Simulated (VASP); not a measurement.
Input of a VASP 6.6.1 run:

Contents of POSCAR:

```
Hf
1.0
   -1.7674920948      1.7674920948      1.7674920948
    1.7674920948     -1.7674920948      1.7674920948
    1.7674920948      1.7674920948     -1.7674920948
Hf
1
Direct
    0.0000000000      0.0000000000      0.0000000000
```

INCAR.step1

```
SYSTEM = Hf
PREC = Accurate ; ENCUT = 520
ISMEAR = -1 ; SIGMA = 0.05
LREAL = .FALSE. ; LASPH = .TRUE.
NELM = 80 ; NBANDS = 11
GGA = PE ; ALGO = Normal
EDIFF = 1E-4 ; LWAVE = .TRUE.
LCHARG = .FALSE.
```

INCAR.step2

```
SYSTEM = Hf
PREC = Accurate ; ENCUT = 520
EDIFF = 1E-8 ; ISMEAR = -1
SIGMA = 0.05 ; LREAL = .FALSE.
LASPH = .TRUE. ; NELM = 80
ALGO = Normal ; ISIF = 2
LWAVE = .FALSE. ; LCHARG = .FALSE.
METAGGA = R2SCAN ; LMIXTAU = .TRUE.
LEFG = .TRUE. ; NBANDS = 11
ISTART = 1
```

KPOINTS

```
regular mesh
0
G
  14 14 14
  0 0 0
```

Potentials or basis: VASP PAW PBE potentials, release 64 (Hf_pv).

The run is started by

```sh
$ cat potpaw_PBE.64/Hf_pv/POTCAR > POTCAR
$ cp INCAR.step1 INCAR
$ mpirun -np 1 vasp_std > vasp.out
$ cp INCAR.step2 INCAR
$ mpirun -np 1 vasp_std > vasp.out
```

Q: What does it give for the pressure?

A: 0.0 GPa.

Q: Estimate the band gap on the k mesh.

A: Zero (band 5 reaches 6.33 eV, above the bottom of band 6 at 3.67 eV).

Caveat: without QUAD_EFG the Cq values of the log hold for a quadrupole moment of 1 mb, not for the nuclei; the PAW data sets were made with another functional, which shifts forces and pressure a little; spin-orbit coupling is left out, which moves the levels of the heavy elements.
